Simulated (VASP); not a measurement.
# HPbNO4 (P2_1/m) in VASP: a series of runs

The runs below take HPbNO4 through single point, with LDA, revPBE.

Everything below comes from runs of VASP 6.6.1. Logs are shortened: lines on timing, memory, paths and dates and some standing lists are left out, and cuts for length are marked.

## 1. The cell of the first run

It takes space group P2_1/m (No. 11, monoclinic). Conventional cell: a = 6.642 Å, b = 4.046 Å, c = 7.470 Å, α = 90.00°, β = 114.12°, γ = 90.00°. H (site symmetry m) has 1 O at 1.00 Å within 1.4 Å. Within 3.3 Å of Pb (site symmetry m) lie 8 O at 2.40 to 2.90 Å and 3 H at 2.89 to 2.92 Å and 1 N at 3.20 Å. N (site symmetry m) has 3 O at 1.22 to 1.27 Å within 1.6 Å. O (site symmetry m) has 1 H at 1.00 Å within 1.4 Å. O (site symmetry m) has 1 N at 1.22 Å within 1.6 Å. O (site symmetry m) has 1 N at 1.25 Å within 1.7 Å. O (site symmetry m) has 1 N at 1.27 Å and 1 H at 1.75 Å within 1.8 Å.

## 2. Single point, LDA

Input file INCAR:

```
SYSTEM = HPbNO4
  PREC = Accurate
  ENCUT = 520
  EDIFF = 1E-6
  ISMEAR = -1
  SIGMA = 0.05
  LREAL = .False.
  LASPH = .True.
  NELM = 100
  ALGO = Normal
  ISIF = 2
  LWAVE = .False.
  LCHARG = .False.
  NBANDS = 57
```

Input file KPOINTS:

```
Automatic mesh
0
Gamma
  3 5 3
  0 0 0
```

Input file POSCAR:

```
HPbNO4
1.0
    6.6407059272      0.0000000000     -0.1463380768
    0.0000000000      4.0462472319      0.0000000000
   -3.4384080114      0.0000000000      6.8948678399
H Pb N O
2 2 2 8
Direct
    0.2215370701      0.7500000000      0.5225355429
    0.7784629299      0.2500000000      0.4774644571
    0.2874836563      0.2500000000      0.2803380115
    0.7125163437      0.7500000000      0.7196619885
    0.2455076559      0.7500000000      0.8472084115
    0.7544923441      0.2500000000      0.1527915885
    0.3253360242      0.7500000000      0.4610968780
    0.4455374752      0.7500000000      0.8828960460
    0.1916604984      0.7500000000      0.9827784403
    0.0886039980      0.7500000000      0.6716743682
    0.6746639758      0.2500000000      0.5389031220
    0.5544625248      0.2500000000      0.1171039540
    0.8083395016      0.2500000000      0.0172215597
    0.9113960020      0.2500000000      0.3283256318
```

Potentials or basis: VASP PAW LDA potentials, release 64 (H, Pb_d, N, O).

Run with:

```bash
> cat potpaw_LDA.64/H/POTCAR potpaw_LDA.64/Pb_d/POTCAR potpaw_LDA.64/N/POTCAR potpaw_LDA.64/O/POTCAR > POTCAR
> mpirun -np 1 vasp_std > vasp.out
```

OUTCAR:

```text
SYSTEM = HPbNO4
   PREC = Accurate
   ENCUT = 520
   EDIFF = 1E-6
   ISMEAR = -1
   LREAL = .False.
   LASPH = .True.
   NELM = 100
   ISIF = 2

 ion  position               nearest neighbor table
   1  0.222  0.750  0.523-   7 1.00
   2  0.778  0.250  0.477-  11 1.00
   3  0.287  0.250  0.280-   7 2.40   7 2.40  11 2.41  12 2.61  14 2.69  13 2.87   9 2.90   9 2.90
                             4 3.82   4 3.82
   4  0.713  0.750  0.720-  11 2.40  11 2.40   7 2.41   8 2.61  10 2.69   9 2.87  13 2.90  13 2.90
                             3 3.82   3 3.82
   5  0.246  0.750  0.847-   8 1.22   9 1.25  10 1.27
   6  0.754  0.250  0.153-  12 1.22  13 1.25  14 1.27
   7  0.325  0.750  0.461-   1 1.00   3 2.40   3 2.40   4 2.41
   8  0.446  0.750  0.883-   5 1.22   4 2.61
   9  0.192  0.750  0.983-   5 1.25   4 2.87   3 2.90   3 2.90
  10  0.089  0.750  0.672-   5 1.27   4 2.69
  11  0.675  0.250  0.539-   2 1.00   4 2.40   4 2.40   3 2.41
  12  0.554  0.250  0.117-   6 1.22   3 2.61
  13  0.808  0.250  0.017-   6 1.25   3 2.87   4 2.90   4 2.90
  14  0.911  0.250  0.328-   6 1.27   3 2.69

  LATTYP: Found a simple monoclinic cell.
 ALAT       =     6.6423181228
 B/A-ratio  =     0.6091619156
 C/A-ratio  =     1.1245717693
 COS(beta)  =    -0.4086933470

  Lattice vectors:

 A1 = (   6.6407059272,   0.0000000000,  -0.1463380768)
 A2 = (   0.0000000000,  -4.0462472319,   0.0000000000)
 A3 = (  -3.2022979158,   0.0000000000,  -6.7485297631)

Analysis of symmetry for initial positions (statically):
=====================================================================
 Subroutine PRICEL returns:
 Original cell was already a primitive cell.

 Routine SETGRP: Setting up the symmetry group for a
 simple monoclinic supercell.

 Subroutine GETGRP returns: Found  4 space group operations
 (whereof  2 operations were pure point group operations)
 out of a pool of  4 trial point group operations.

The static configuration has the point symmetry S_2 .
 The point group associated with its full space group is C_2h.

Analysis of symmetry for dynamics (positions and initial velocities):
=====================================================================
 Subroutine PRICEL returns:
 Original cell was already a primitive cell.

 Routine SETGRP: Setting up the symmetry group for a
 simple monoclinic supercell.

 Subroutine GETGRP returns: Found  4 space group operations
 (whereof  2 operations were pure point group operations)
 out of a pool of  4 trial point group operations.

The dynamic configuration has the point symmetry S_2 .
 The point group associated with its full space group is C_2h.

 Subroutine INISYM returns: Found  4 space group operations
 (whereof  2 operations are pure point group operations),
 and found     1 'primitive' translations

----------------------------------------------------------------------------------------

                                     Primitive cell

  volume of cell :     183.2287

  direct lattice vectors                    reciprocal lattice vectors
     6.640705927  0.000000000 -0.146338077     0.152259645  0.000000000  0.075930503
     0.000000000  4.046247232  0.000000000     0.000000000  0.247142585  0.000000000
    -3.438408011  0.000000000  6.894867840     0.003231590  0.000000000  0.146646977

  length of vectors
     6.642318123  4.046247232  7.704664313     0.170142413  0.247142585  0.146682579

  position of ions in fractional coordinates (direct lattice)
     0.221537070  0.750000000  0.522535543
     0.778462930  0.250000000  0.477464457
     0.287483656  0.250000000  0.280338011
     0.712516344  0.750000000  0.719661989
     0.245507656  0.750000000  0.847208411
     0.754492344  0.250000000  0.152791589
     0.325336024  0.750000000  0.461096878
     0.445537475  0.750000000  0.882896046
     0.191660498  0.750000000  0.982778440
     0.088603998  0.750000000  0.671674368
     0.674663976  0.250000000  0.538903122
     0.554462525  0.250000000  0.117103954
     0.808339502  0.250000000  0.017221560
     0.911396002  0.250000000  0.328325632

  ion indices of the primitive-cell ions
   primitive index   ion index
                 1           1
                 2           2
                 3           3
                 4           4
                 5           5
                 6           6
                 7           7
                 8           8
                 9           9
                10          10
                11          11
                12          12
                13          13
                14          14

----------------------------------------------------------------------------------------

 KPOINTS: Automatic mesh

Automatic generation of k-mesh.
 Grid dimensions read from file:
 generate k-points for:    3    5    3

 Generating k-lattice:

  Cartesian coordinates                     Fractional coordinates (reciprocal lattice)
     0.050753215  0.000000000  0.025310168     0.333333333  0.000000000  0.000000000
     0.000000000  0.049428517  0.000000000     0.000000000  0.200000000  0.000000000
     0.001077197  0.000000000  0.048882326    -0.000000000  0.000000000  0.333333333

  Length of vectors
     0.056714138  0.049428517  0.048894193

  Shift w.r.t. Gamma in fractional coordinates (k-lattice)
     0.000000000  0.000000000  0.000000000

 Subroutine IBZKPT returns following result:
 ===========================================

 Found     15 irreducible k-points:

 Following reciprocal coordinates:
            Coordinates               Weight
  0.000000  0.000000  0.000000      1.000000
  0.333333  0.000000  0.000000      2.000000
  0.000000  0.200000  0.000000      2.000000
  0.333333  0.200000  0.000000      4.000000
  0.000000  0.400000  0.000000      2.000000
  0.333333  0.400000  0.000000      4.000000
  0.000000  0.000000  0.333333      2.000000
  0.333333  0.000000  0.333333      2.000000
 -0.333333  0.000000  0.333333      2.000000
  0.000000  0.200000  0.333333      4.000000
  0.333333  0.200000  0.333333      4.000000
 -0.333333  0.200000  0.333333      4.000000
  0.000000  0.400000  0.333333      4.000000
  0.333333  0.400000  0.333333      4.000000
 -0.333333  0.400000  0.333333      4.000000
   k-points           NKPTS =     15   k-points in BZ     NKDIM =     15   number of bands    NBANDS=     57
   number of dos      NEDOS =    301   number of ions     NIONS =     14
   total plane-waves  NPLWV =  90000
   dimension x,y,z NGX =    50 NGY =   30 NGZ =   60
   dimension x,y,z NGXF=   100 NGYF=   60 NGZF=  120
   ions per type =               2   2   2   8
   NGX,Y,Z   is equivalent  to a cutoff of  12.51, 12.33, 12.95 a.u.
   NGXF,Y,Z  is equivalent  to a cutoff of  25.03, 24.65, 25.89 a.u.
 SYSTEM =  HPbNO4
   PREC   = accura    normal or accurate (medium, high low for compatibility)
   ISTART =      0    job   : 0-new  1-cont  2-samecut
   ICHARG =      2    charge: 1-file 2-atom 10-const
   ISPIN  =      1    spin polarized calculation?
   LNONCOLLINEAR =      F non collinear calculations
   LSORBIT =      F    spin-orbit coupling
   LASPH  =      T    aspherical Exc in radial PAW
   ENCUT  =  520.0 eV  38.22 Ry    6.18 a.u.  12.35  7.52 14.33*2*pi/ulx,y,z
   NELM   =    100;   NELMIN=  2; NELMDL= -5     # of ELM steps
   EDIFF  = 0.1E-05   stopping-criterion for ELM
   LREAL  =      F    real-space projection
   EDIFFG = 0.1E-04   stopping-criterion for IOM
   NSW    =      0    number of steps for IOM
   IBRION =     -1    ionic relax: 0-MD 1-quasi-New 2-CG
   NFREE  =      0    steps in history (QN), initial steepest desc. (CG)
   ISIF   =      2    stress and relaxation
   ISYM   =      2    0-nonsym 1-usesym 2-fastsym
   POTIM  = 0.5000    time-step for ionic-motion
   TEBEG  =    0.0;   TEEND  =   0.0 temperature during run
   PSTRESS=    0.0 pullay stress
   NELECT =      88.0000    total number of electrons
   NUPDOWN=      -1.0000    fix difference up-down
   EMIN   =  10.00;   EMAX   =-10.00  energy-range for DOS
   EFERMI =   0.00;   METHOD = LEGACY
   ISMEAR =    -1;   SIGMA  =   0.05  broadening in eV -4-tet -1-fermi 0-gaus
   EFERMI_NEDOS =   21; number of points for ismear=-14 and -15
   IALGO  =     38    algorithm
   IMIX   =      4    mixing-type and parameters
     AMIX     =   0.40;   BMIX     =  1.00
     AMIX_MAG =   1.60;   BMIX_MAG =  1.00
  volume/ion in A,a.u.               =      13.09        88.32
  Fermi-wavevector in a.u.,A,eV,Ry     =   1.282049  2.422721 22.363202  1.643649
  Thomas-Fermi vector in A             =   2.414383
   LORBIT       =      0    0 simple, 1 ext, 2 COOP (PROOUT), +10 PAW based schemes
   GGA     = CA    functional components
   LHFCALC =     F    Hartree Fock is set to
   AEXX    =    0.0000 exact exchange contribution
   IVDW    =     0    specifies the selected vdW correction
   LEPSILON=     F    determine dielectric tensor
   LRPA    =     F    only Hartree local field effects (RPA)
 non-spin polarized calculation
  energy-cutoff  :      520.00
  volume of cell :      183.23
 maximum number of plane-waves:      4961
 NGX is ok and might be reduce to    50
   NGX = 25   NGY = 15   NGZ = 29

 number of electron      87.9999969 magnetization

 Free energy of the ion-electron system (eV)
  ---------------------------------------------------
  ext. energy  EPLUGINS =         0.00000000
  ---------------------------------------------------
  free energy    TOTEN  =       -89.87532762 eV

  energy without entropy =      -89.87532762  energy(sigma->0) =      -89.87532762

 E-fermi :   2.6117     XC(G=0):  -9.7006

 val. band max:        1.4294083301   @ k =  -0.3333   0.0000   0.3333
 cond. band min:       4.2109814182   @ k =   0.0000   0.2000   0.3333
 fundamental gap:      2.7815730881
 Fermi energy:         2.6116556506

 k-point     1 :       0.0000    0.0000    0.0000
  band No.  band energies     occupation
      1     -24.9001      2.00000
      2     -24.7797      2.00000
      3     -19.4710      2.00000
      4     -19.3371      2.00000
      5     -19.0613      2.00000
      6     -18.9571      2.00000
[... 48 lines left out ...]
     55      10.5357      0.00000
     56      11.0981      0.00000

 k-point     2 :       0.3333    0.0000    0.0000
  band No.  band energies     occupation
      1     -24.8931      2.00000
      2     -24.7854      2.00000
      3     -19.4632      2.00000
      4     -19.3540      2.00000
      5     -19.0364      2.00000
      6     -18.9840      2.00000
[... 48 lines left out ...]
     55      10.3978      0.00000
     56      10.9870      0.00000

 k-point     3 :       0.0000    0.2000    0.0000
  band No.  band energies     occupation
      1     -24.8854      2.00000
      2     -24.7878      2.00000
      3     -19.4531      2.00000
      4     -19.3444      2.00000
      5     -19.0523      2.00000
      6     -18.9682      2.00000
[... 641 lines left out ...]
 k-point    14 :       0.3333    0.4000    0.3333
  band No.  band energies     occupation
      1     -24.8471      2.00000
      2     -24.8138      2.00000
      3     -19.4128      2.00000
      4     -19.3783      2.00000
      5     -19.0180      2.00000
      6     -19.0072      2.00000
[... 48 lines left out ...]
     55      10.2469      0.00000
     56      10.7184      0.00000

 k-point    15 :      -0.3333    0.4000    0.3333
  band No.  band energies     occupation
      1     -24.8483      2.00000
      2     -24.8126      2.00000
      3     -19.4138      2.00000
      4     -19.3779      2.00000
      5     -19.0257      2.00000
      6     -18.9987      2.00000
[... 48 lines left out ...]
     55      10.2139      0.00000
     56      10.4418      0.00000
 [bands above 56 left out]

------------------------ aborting loop because EDIFF is reached ----------------------------------------

  FORCE on cell =-STRESS in cart. coord.  units (eV):
  Direction    XX          YY          ZZ          XY          YZ          ZX
  --------------------------------------------------------------------------------------
  -------------------------------------------------------------------------------------
  Total        2.8893525     -0.1794704      2.1412163      0.0000000      0.0000000     -0.0793089
  in kB       25.2648990     -1.5693145     18.7230919      0.0000000      0.0000000     -0.6934880
  external PRESSURE =      14.1395588 kB  Pullay stress =       0.0000000 kB

 VOLUME and BASIS-vectors are now :
 -----------------------------------------------------------------------------
  energy-cutoff  :      520.00
  volume of cell :      183.23
      direct lattice vectors                 reciprocal lattice vectors
     6.640705927  0.000000000 -0.146338077     0.152259645  0.000000000  0.075930503
     0.000000000  4.046247232  0.000000000     0.000000000  0.247142585  0.000000000
    -3.438408011  0.000000000  6.894867840     0.003231590  0.000000000  0.146646977

 POSITION                                       TOTAL-FORCE (eV/Angst)
 -----------------------------------------------------------------------------------
     -0.32553      3.03469      3.57039        -0.149293      0.000000      0.069118
      3.52783      1.01156      3.17814         0.149293      0.000000     -0.069118
      0.94518      1.01156      1.89082         0.005654      0.000000     -0.037332
      2.25712      3.03469      4.85771        -0.005654      0.000000      0.037332
     -1.28270      3.03469      5.80546        -0.149701     -0.000000     -0.029738
      4.48500      1.01156      0.94307         0.149701      0.000000      0.029738
      0.57502      3.03469      3.13159         0.113406     -0.000000     -0.054888
     -0.07707      3.03469      6.02225         0.788214      0.000000      0.124661
     -2.10643      3.03469      6.74808        -0.420104     -0.000000      0.476455
     -1.72110      3.03469      4.61814        -0.190907     -0.000000     -0.569673
      2.62728      1.01156      3.61694        -0.113406      0.000000      0.054888
      3.27937      1.01156      0.72628        -0.788214      0.000000     -0.124661
      5.30873      1.01156      0.00045         0.420104      0.000000     -0.476455
      4.92340      1.01156      2.13039         0.190907      0.000000      0.569673
 -----------------------------------------------------------------------------------
    total drift:                               -0.000000     -0.000000      0.000000

  FREE ENERGIE OF THE ION-ELECTRON SYSTEM (eV)
  ---------------------------------------------------
  free  energy   TOTEN  =       -89.8753276184 eV

  energy  without entropy=      -89.8753276184  energy(sigma->0) =      -89.87532762
```

Run time: 6.8 min. Hardware: 1 thread of AMD EPYC 7R13, shared host; peak memory 0.28 GiB.

What came out:

```yaml
Free_energy: -89.8753 eV
Pressure: 1.4 GPa
Largest_force: 0.798 eV/Å
Band_gap_on_the_k_mesh: 2.78 eV (least direct gap 2.90 eV)
```

Forces on the atoms (eV/Å):
```
H   -0.149  0.000  0.069
H    0.149  0.000 -0.069
Pb   0.006  0.000 -0.037
Pb  -0.006  0.000  0.037
N   -0.150  0.000 -0.030
N    0.150  0.000  0.030
O    0.113  0.000 -0.055
O    0.788  0.000  0.125
O   -0.420  0.000  0.476
O   -0.191  0.000 -0.570
O   -0.113  0.000  0.055
O   -0.788  0.000 -0.125
O    0.420  0.000 -0.476
O    0.191  0.000  0.570
```

Stress tensor (GPa, compression positive):
```
 2.53  0.00 -0.07
 0.00 -0.16  0.00
-0.07  0.00  1.87
```

Caveat: the standard files for N, O and F lose accuracy on very short bonds; spin-orbit coupling is left out, which moves the levels of the heavy elements. A k mesh can miss the band edges.

## 3. Single point, revPBE

This run uses another cell than the first one, of 16.40 Å³/atom.

Input file INCAR:

```
SYSTEM = HPbNO4
ALGO = Normal
EDIFF = 1E-7
ENCUT = 520
GGA = RE
ISIF = 2
ISMEAR = -1
LASPH = .True.
LCHARG = .True.
LELF = .True.
LREAL = .False.
LVHAR = .True.
LWAVE = .False.
NBANDS = 57
NELM = 100
PREC = Accurate
SIGMA = 0.05
```

Input file KPOINTS:

```
k-points
0
Gamma
  3 5 3
  0 0 0
```

Input file POSCAR:

```
HPbNO4
1.0
    6.9341847350      0.0000000000     -0.0571195080
    0.0000000000      4.3640509500      0.0000000000
   -3.4888778571      0.0000000000      7.6164136510
H Pb N O
2 2 2 8
Direct
    0.2243967791      0.7500000000      0.4884228067
    0.7756032209      0.2500000000      0.5115771933
    0.3089935840      0.2500000000      0.2889648423
    0.6910064160      0.7500000000      0.7110351577
    0.1967327540      0.7500000000      0.8250202211
    0.8032672460      0.2500000000      0.1749797789
    0.3338352123      0.7500000000      0.4433474295
    0.3889855615      0.7500000000      0.8549324804
    0.1395223271      0.7500000000      0.9505432494
    0.0518016766      0.7500000000      0.6653066826
    0.6661647877      0.2500000000      0.5566525705
    0.6110144385      0.2500000000      0.1450675196
    0.8604776729      0.2500000000      0.0494567506
    0.9481983234      0.2500000000      0.3346933174
```

Potentials or basis: VASP PAW PBE potentials, release 64 (H, Pb_d, N, O).

Run with:

```bash
> cat potpaw_PBE.64/H/POTCAR potpaw_PBE.64/Pb_d/POTCAR potpaw_PBE.64/N/POTCAR potpaw_PBE.64/O/POTCAR > POTCAR
> mpirun -np 1 vasp_std > vasp.out
```

Run time: 7.1 min. Hardware: 1 thread of AMD EPYC 7R13, shared host; peak memory 0.39 GiB.

The run converged. Its results:

- Free energy: -77.8431 eV
- Pressure: 0.5 GPa
- Largest force: 0.437 eV/Å
- Band gap on the k mesh: 3.26 eV (least direct gap 3.31 eV)

Forces on the atoms (eV/Å):
```
H   -0.090  0.000  0.032
H    0.090  0.000 -0.032
Pb   0.019  0.000 -0.005
Pb  -0.019  0.000  0.005
N   -0.082  0.000 -0.042
N    0.082  0.000  0.042
O    0.074  0.000 -0.024
O    0.432  0.000  0.067
O   -0.227  0.000  0.259
O   -0.103  0.000 -0.286
O   -0.074  0.000  0.024
O   -0.432  0.000 -0.067
O    0.227  0.000 -0.259
O    0.103  0.000  0.286
```

Stress tensor (GPa, compression positive):
```
 0.97  0.00 -0.04
 0.00 -0.19  0.00
-0.04  0.00  0.65
```

Levels at points of the mesh, in eV from the valence-band top:
| k point | band 40 | band 41 | band 42 | band 43 | band 44 | band 45 | band 46 | band 47 | band 48 | band 49 |
| --- | --- | --- | --- | --- | --- | --- | --- | --- | --- | --- |
| (0.00, 0.00, 0.00) | -1.29 | -1.17 | -0.30 | -0.09 | -0.01 | 3.46 | 3.98 | 4.20 | 4.30 | 5.56 |

Caveat: the standard files for N, O and F lose accuracy on very short bonds; the PAW data sets were made with another functional, which shifts forces and pressure a little; spin-orbit coupling is left out, which moves the levels of the heavy elements. A k mesh can miss the band edges.
